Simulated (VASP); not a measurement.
# HBr (I4/mmm) in VASP: further runs

HBr is run at these levels: PBEsol; tasks: single point.

Program: VASP 6.6.1. These are calculated values, not measurements. Logs are shortened: lines on timing, memory, paths and dates and some standing lists are left out, and cuts for length are marked.

## (1) The cell of the first run

The structure is tetragonal, space group I4/mmm (No. 139). Conventional cell: a = 5.446 Å, b = 5.446 Å, c = 3.342 Å, α = 90.00°, β = 90.00°, γ = 90.00°. Within 2.2 Å of H (site symmetry 4/mmm) lie 2 Br at 1.67 Å. Br (site symmetry 4/mmm) has 2 H at 1.67 Å within 2.2 Å.

## (2) Single point, PBEsol

File INCAR:

```
ALGO = Normal ; EDIFF = 1E-6
ENCUT = 520 ; GGA = PS
ISIF = 2 ; ISMEAR = 0
LASPH = T ; LCHARG = F
LREAL = F ; LWAVE = F
NBANDS = 16 ; NELM = 80
PREC = Accurate ; SIGMA = 0.02
```

File KPOINTS:

```
k-points
0
Gamma
  6 6 8
```

File POSCAR:

```
HBr
1.0
    5.4459128156      0.0000000000      0.0000000000
    0.0000000000      5.4459128156      0.0000000000
    0.0000000000      0.0000000000      3.3423027804
H Br
2 2
Direct
    0.0000000000      0.0000000000      0.0000000000
    0.5000000000      0.5000000000      0.5000000000
    0.0000000000      0.0000000000      0.5000000000
    0.5000000000      0.5000000000      0.0000000000
```

Potentials or basis: VASP PAW PBE potentials, release 64 (H, Br).

On the command line:

```bash
$ cat potpaw_PBE.64/H/POTCAR potpaw_PBE.64/Br/POTCAR > POTCAR
$ mpirun -np 1 vasp_std > vasp.out
```

OUTCAR:

```text
EDIFF = 1E-6
   ENCUT = 520
   GGA = PS
   ISIF = 2
   ISMEAR = 0
   LASPH = T
   LREAL = F
   NELM = 80
   PREC = Accurate

 ion  position               nearest neighbor table
   1  0.000  0.000  0.000-   3 1.67   3 1.67
   2  0.500  0.500  0.500-   4 1.67   4 1.67
   3  0.000  0.000  0.500-   1 1.67   1 1.67
   4  0.500  0.500  0.000-   2 1.67   2 1.67

  LATTYP: Found a simple tetragonal cell.
 ALAT       =     5.4459128156
 C/A-ratio  =     0.6137268248

  Lattice vectors:

 A1 = (   5.4459128156,   0.0000000000,   0.0000000000)
 A2 = (   0.0000000000,   5.4459128156,   0.0000000000)
 A3 = (   0.0000000000,   0.0000000000,   3.3423027804)

Analysis of symmetry for initial positions (statically):
=====================================================================
 Subroutine PRICEL returns following result:

  LATTYP: Found a body centered tetragonal cell.
 ALAT       =     5.4459128156
 C/A-ratio  =     0.6137268248

  Lattice vectors:

 A1 = (   2.7229564078,  -2.7229564078,  -1.6711513902)
 A2 = (  -2.7229564078,   2.7229564078,  -1.6711513902)
 A3 = (   2.7229564078,   2.7229564078,   1.6711513902)

   2 primitive cells build up your supercell.

 Routine SETGRP: Setting up the symmetry group for a
 simple tetragonal supercell.

 Subroutine GETGRP returns: Found 16 space group operations
 (whereof 16 operations were pure point group operations)
 out of a pool of 16 trial point group operations.

The static configuration has the point symmetry D_4h.

Analysis of symmetry for dynamics (positions and initial velocities):
=====================================================================
 Subroutine PRICEL returns following result:

  LATTYP: Found a body centered tetragonal cell.
 ALAT       =     5.4459128156
 C/A-ratio  =     0.6137268248

  Lattice vectors:

 A1 = (   2.7229564078,  -2.7229564078,  -1.6711513902)
 A2 = (  -2.7229564078,   2.7229564078,  -1.6711513902)
 A3 = (   2.7229564078,   2.7229564078,   1.6711513902)

   2 primitive cells build up your supercell.

 Routine SETGRP: Setting up the symmetry group for a
 simple tetragonal supercell.

 Subroutine GETGRP returns: Found 16 space group operations
 (whereof 16 operations were pure point group operations)
 out of a pool of 16 trial point group operations.

The dynamic configuration has the point symmetry D_4h.

 Subroutine INISYM returns: Found 16 space group operations
 (whereof 16 operations are pure point group operations),
 and found     2 'primitive' translations

----------------------------------------------------------------------------------------

                                     Primitive cell

  volume of cell :      49.5630

  direct lattice vectors                    reciprocal lattice vectors
     2.722956408 -2.722956408 -1.671151390     0.183623946  0.000000000 -0.299194916
    -2.722956408  2.722956408 -1.671151390     0.000000000  0.183623946 -0.299194916
     2.722956408  2.722956408  1.671151390     0.183623946  0.183623946  0.000000000

  length of vectors
     4.197824456  4.197824456  4.197824456     0.351048930  0.351048930  0.259683475

  position of ions in fractional coordinates (direct lattice)
     0.000000000  0.000000000  0.000000000
     0.500000000  0.500000000  0.000000000

  ion indices of the primitive-cell ions
   primitive index   ion index
                 1           1
                 2           3

----------------------------------------------------------------------------------------

 KPOINTS: k-points

Automatic generation of k-mesh.
 Grid dimensions read from file:
 generate k-points for:    6    6    8

 Generating k-lattice:

  Cartesian coordinates                     Fractional coordinates (reciprocal lattice)
     0.030603991  0.000000000  0.000000000     0.166666667  0.000000000  0.000000000
     0.000000000  0.030603991  0.000000000     0.000000000  0.166666667  0.000000000
     0.000000000  0.000000000  0.037399365     0.000000000  0.000000000  0.125000000

  Length of vectors
     0.030603991  0.030603991  0.037399365

  Shift w.r.t. Gamma in fractional coordinates (k-lattice)
     0.000000000  0.000000000  0.000000000

 Subroutine IBZKPT returns following result:
 ===========================================

 Found     50 irreducible k-points:

 Following reciprocal coordinates:
            Coordinates               Weight
  0.000000  0.000000  0.000000      1.000000
  0.166667  0.000000  0.000000      4.000000
  0.333333  0.000000  0.000000      4.000000
  0.500000  0.000000  0.000000      2.000000
  0.166667  0.166667  0.000000      4.000000
  0.333333  0.166667  0.000000      8.000000
[... 16 lines left out ...]
  0.333333  0.000000  0.250000      8.000000
  0.500000  0.000000  0.250000      4.000000
 [... further k-points ...]
   k-points           NKPTS =     50   k-points in BZ     NKDIM =     50   number of bands    NBANDS=     16
   number of dos      NEDOS =    301   number of ions     NIONS =      4
   total plane-waves  NPLWV =  49392
   dimension x,y,z NGX =    42 NGY =   42 NGZ =   28
   dimension x,y,z NGXF=    84 NGYF=   84 NGZF=   56
   ions per type =               2   2
   NGX,Y,Z   is equivalent  to a cutoff of  12.82, 12.82, 13.93 a.u.
   NGXF,Y,Z  is equivalent  to a cutoff of  25.64, 25.64, 27.85 a.u.
 SYSTEM =  unknown system
   PREC   = accura    normal or accurate (medium, high low for compatibility)
   ISTART =      0    job   : 0-new  1-cont  2-samecut
   ICHARG =      2    charge: 1-file 2-atom 10-const
   ISPIN  =      1    spin polarized calculation?
   LNONCOLLINEAR =      F non collinear calculations
   LSORBIT =      F    spin-orbit coupling
   LASPH  =      T    aspherical Exc in radial PAW
   ENCUT  =  520.0 eV  38.22 Ry    6.18 a.u.  10.13 10.13  6.21*2*pi/ulx,y,z
   NELM   =     80;   NELMIN=  2; NELMDL= -5     # of ELM steps
   EDIFF  = 0.1E-05   stopping-criterion for ELM
   LREAL  =      F    real-space projection
   EDIFFG = 0.1E-04   stopping-criterion for IOM
   NSW    =      0    number of steps for IOM
   IBRION =     -1    ionic relax: 0-MD 1-quasi-New 2-CG
   NFREE  =      0    steps in history (QN), initial steepest desc. (CG)
   ISIF   =      2    stress and relaxation
   ISYM   =      2    0-nonsym 1-usesym 2-fastsym
   POTIM  = 0.5000    time-step for ionic-motion
   TEBEG  =    0.0;   TEEND  =   0.0 temperature during run
   PSTRESS=    0.0 pullay stress
   NELECT =      16.0000    total number of electrons
   NUPDOWN=      -1.0000    fix difference up-down
   EMIN   =  10.00;   EMAX   =-10.00  energy-range for DOS
   EFERMI =   0.00;   METHOD = LEGACY
   ISMEAR =     0;   SIGMA  =   0.02  broadening in eV -4-tet -1-fermi 0-gaus
   EFERMI_NEDOS =   21; number of points for ismear=-14 and -15
   IALGO  =     38    algorithm
   IMIX   =      4    mixing-type and parameters
     AMIX     =   0.40;   BMIX     =  1.00
     AMIX_MAG =   1.60;   BMIX_MAG =  1.00
  volume/ion in A,a.u.               =      24.78       167.23
  Fermi-wavevector in a.u.,A,eV,Ry     =   0.891359  1.684423 10.810102  0.794520
  Thomas-Fermi vector in A             =   2.013168
   LORBIT       =      0    0 simple, 1 ext, 2 COOP (PROOUT), +10 PAW based schemes
   GGA     = PS    functional components
   LHFCALC =     F    Hartree Fock is set to
   AEXX    =    0.0000 exact exchange contribution
   IVDW    =     0    specifies the selected vdW correction
   LEPSILON=     F    determine dielectric tensor
   LRPA    =     F    only Hartree local field effects (RPA)
 non-spin polarized calculation
 Gauss-broadening in eV      SIGMA  =   0.02
  energy-cutoff  :      520.00
  volume of cell :       99.13
 maximum number of plane-waves:      2704
 NGX is ok and might be reduce to    42
   NGX = 21   NGY = 21   NGZ = 13

 number of electron      16.0000002 magnetization

 Free energy of the ion-electron system (eV)
  ---------------------------------------------------
  ext. energy  EPLUGINS =         0.00000000
  ---------------------------------------------------
  free energy    TOTEN  =       -10.09706483 eV

  energy without entropy =      -10.09706483  energy(sigma->0) =      -10.09706483

 E-fermi :  -2.5859     XC(G=0):  -6.8965

 val. band max:       -2.6968618709   @ k =   0.5000   0.5000   0.2500
 cond. band min:      -1.2731927153   @ k =   0.0000   0.0000   0.0000
 fundamental gap:      1.4236691555
 Fermi energy:        -2.5859013174

 k-point     1 :       0.0000    0.0000    0.0000
  band No.  band energies     occupation
      1     -16.9613      2.00000
      2     -16.7304      2.00000
      3      -4.1358      2.00000
      4      -4.1358      2.00000
      5      -3.2197      2.00000
      6      -3.0175      2.00000
[... 8 lines left out ...]
     15      10.4112      0.00000
     16      12.3813      0.00000

 k-point     2 :       0.1667    0.0000    0.0000
  band No.  band energies     occupation
      1     -16.9457      2.00000
      2     -16.7457      2.00000
      3      -4.1018      2.00000
      4      -4.0709      2.00000
      5      -3.2060      2.00000
      6      -3.1360      2.00000
[... 8 lines left out ...]
     15      10.0339      0.00000
     16      11.3599      0.00000

 k-point     3 :       0.3333    0.0000    0.0000
  band No.  band energies     occupation
      1     -16.9030      2.00000
      2     -16.7875      2.00000
      3      -3.9847      2.00000
      4      -3.8869      2.00000
      5      -3.4475      2.00000
      6      -3.3234      2.00000
[... 8 lines left out ...]
     15       9.2170      0.00000
     16       9.7538      0.00000

 k-point     4 :       0.5000    0.0000    0.0000
  band No.  band energies     occupation
      1     -16.8451      2.00000
      2     -16.8451      2.00000
      3      -3.7615      2.00000
      4      -3.7615      2.00000
      5      -3.6177      2.00000
      6      -3.6177      2.00000
[... 8 lines left out ...]
     15       8.5177      0.00000
     16       8.5177      0.00000
[... 324 lines left out ...]
 k-point    22 :       0.1667    0.0000    0.2500
  band No.  band energies     occupation
      1     -16.3987      2.00000
      2     -16.2266      2.00000
      3      -7.5503      2.00000
      4      -7.3803      2.00000
      5      -3.6533      2.00000
      6      -3.6280      2.00000
[... 8 lines left out ...]
     15       7.9214      0.00000
     16       7.9563      0.00000

 k-point    23 :       0.3333    0.0000    0.2500
  band No.  band energies     occupation
      1     -16.3617      2.00000
      2     -16.2623      2.00000
      3      -7.5160      2.00000
      4      -7.4178      2.00000
      5      -3.5553      2.00000
      6      -3.4765      2.00000
[... 8 lines left out ...]
     15       7.9418      0.00000
     16       8.3287      0.00000

 k-point    24 :       0.5000    0.0000    0.2500
  band No.  band energies     occupation
      1     -16.3116      2.00000
      2     -16.3116      2.00000
      3      -7.4677      2.00000
      4      -7.4677      2.00000
      5      -3.3729      2.00000
      6      -3.3729      2.00000
[... 8 lines left out ...]
     15       8.8454      0.00000
     16       8.8454      0.00000

 [... further k-points ...]
[... 5 lines left out ...]
  --------------------------------------------------------------------------------------
  -------------------------------------------------------------------------------------
  Total       -0.0147085     -0.0147085      0.0750919      0.0000000      0.0000000      0.0000000
  in kB       -0.2377346     -0.2377346      1.2137145      0.0000000      0.0000000      0.0000000
  external PRESSURE =       0.2460818 kB  Pullay stress =       0.0000000 kB

 VOLUME and BASIS-vectors are now :
 -----------------------------------------------------------------------------
  energy-cutoff  :      520.00
  volume of cell :       99.13
      direct lattice vectors                 reciprocal lattice vectors
     5.445912816  0.000000000  0.000000000     0.183623946  0.000000000  0.000000000
     0.000000000  5.445912816  0.000000000     0.000000000  0.183623946  0.000000000
     0.000000000  0.000000000  3.342302780     0.000000000  0.000000000  0.299194916

 POSITION                                       TOTAL-FORCE (eV/Angst)
 -----------------------------------------------------------------------------------
      0.00000      0.00000      0.00000         0.000000     -0.000000      0.000000
      2.72296      2.72296      1.67115         0.000000     -0.000000      0.000000
      0.00000      0.00000      1.67115         0.000000     -0.000000      0.000000
      2.72296      2.72296      0.00000        -0.000000      0.000000     -0.000000
 -----------------------------------------------------------------------------------
    total drift:                                0.000000     -0.000000     -0.000000

  FREE ENERGIE OF THE ION-ELECTRON SYSTEM (eV)
  ---------------------------------------------------
  free  energy   TOTEN  =       -10.0970648321 eV

  energy  without entropy=      -10.0970648321  energy(sigma->0) =      -10.09706483
```

Run time: 54 s. Hardware: 1 thread of Intel Xeon Platinum 8259CL at 2.50GHz (Skylake/Cascade Lake), shared host; peak memory 0.24 GiB.

What came out:

```yaml
Free_energy: -10.0971 eV
Pressure: 0.0 GPa
Band_gap_on_the_k_mesh: 1.42 eV
```

Levels at points of the mesh, in eV from the valence-band top:
| k point | band 4 | band 5 | band 6 | band 7 | band 8 | band 9 | band 10 | band 11 | band 12 | band 13 |
| --- | --- | --- | --- | --- | --- | --- | --- | --- | --- | --- |
| (0.00, 0.00, 0.00) | -1.44 | -0.52 | -0.32 | -0.30 | -0.30 | 1.42 | 1.70 | 5.95 | 7.33 | 9.54 |
| (0.50, 0.00, 0.00) | -1.06 | -0.92 | -0.92 | -0.42 | -0.42 | 1.56 | 1.56 | 8.15 | 8.15 | 11.03 |
| (0.50, 0.50, 0.00) | -1.76 | -0.42 | -0.42 | -0.15 | -0.15 | 1.57 | 1.57 | 8.60 | 8.60 | 10.07 |
| (0.00, 0.00, 0.50) | -7.09 | -0.16 | -0.16 | -0.16 | -0.16 | 8.93 | 8.93 | 8.93 | 8.93 | 9.18 |
| (0.50, 0.00, 0.50) | -7.09 | -0.21 | -0.21 | -0.14 | -0.14 | 7.44 | 7.44 | 8.38 | 8.38 | 11.63 |
| (0.50, 0.50, 0.50) | -7.08 | -0.26 | -0.26 | -0.26 | -0.26 | 8.41 | 8.41 | 8.41 | 8.41 | 11.36 |

Caveat: the PAW data sets were made with another functional, which shifts forces and pressure a little. A k mesh can miss the band edges.

## (3) Single point, PBEsol

File INCAR:

```
SYSTEM = HBr
PREC = Accurate
ENCUT = 520
EDIFF = 1E-7
ISMEAR = 0
SIGMA = 0.02
LREAL = .False.
LASPH = .True.
NELM = 60
ALGO = Normal
ISIF = 2
LWAVE = .False.
LCHARG = .False.
GGA = PS
NBANDS = 16
```

File KPOINTS:

```
regular mesh
0
Gamma
  6 6 8
  0 0 0
```

POSCAR is that of step 2.

Potentials or basis: VASP PAW PBE potentials, release 64 (H, Br).

On the command line:

```bash
$ cat potpaw_PBE.64/H/POTCAR potpaw_PBE.64/Br/POTCAR > POTCAR
$ mpirun -np 1 vasp_std > vasp.out
```

It took 62 s on 1 thread of Intel Xeon Platinum 8259CL at 2.50GHz (Skylake/Cascade Lake), shared host; peak memory 0.24 GiB.

The run converged. Its results:

```yaml
Free_energy: -10.0971 eV
Pressure: 0.0 GPa
Band_gap_on_the_k_mesh: 1.42 eV
```

Stress tensor (GPa, compression positive):
```
-0.03  0.00  0.00
 0.00 -0.03  0.00
 0.00  0.00  0.12
```

Levels at points of the mesh, in eV from the valence-band top:
```csv
k point,band 6,band 7,band 8,band 9,band 10,band 11
"(0.00, 0.00, 0.00)",-0.32,-0.30,-0.30,1.42,1.70,5.95
"(0.50, 0.00, 0.00)",-0.92,-0.42,-0.42,1.56,1.56,8.15
"(0.50, 0.50, 0.00)",-0.42,-0.15,-0.15,1.57,1.57,8.60
"(0.00, 0.00, 0.50)",-0.16,-0.16,-0.16,8.93,8.93,8.93
"(0.50, 0.00, 0.50)",-0.21,-0.14,-0.14,7.44,7.44,8.38
"(0.50, 0.50, 0.50)",-0.26,-0.26,-0.26,8.41,8.41,8.41
```

Caveat: the PAW data sets were made with another functional, which shifts forces and pressure a little. A hybrid or GW would open this gap; PBEsol tends to underestimate it.

(Part 1 of 2 ends here.)
